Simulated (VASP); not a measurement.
Runs of VASP 6.6.1 on HgTe. The structure is that of space group F-43m (No. 216), or close to it. The cells are those of the table. 

| cell | gap on the mesh (eV) | pressure (GPa) |
| --- | --- | --- |
| a = 4.491, b = 4.491, c = 4.422 Å, angles 60.5, 60.5, 59.0°, 2 atoms | none | 6.5 |
| a = 4.695 Å, angles 60.0°, 2 atoms | none | -1.1 |
| a = 4.456, b = 4.456, c = 4.422 Å, angles 60.3, 60.3, 59.5°, 2 atoms | none | (a) |
| a = 4.422 Å, angles 60.0°, 2 atoms | none | 8.9 |

Alike in all rows: task single point; level r2SCAN; potentials or basis VASP PAW PBE potentials, release 64 (Hg, Te); no spin polarisation; k mesh 14 × 14 × 14; cutoff (eV) 520; smearing gaussian 0.15 eV.

Q: Estimate the missing entries.

A: (a) 7.7.

Caveats: the PAW data sets were made with another functional, which shifts forces and pressure a little; spin-orbit coupling is left out, which moves the levels of the heavy elements.

A k mesh can miss the band edges, and the runs leave out spin-orbit coupling on Hg, Te.

A gap of «none» marks levels without a gap at the run's occupations.
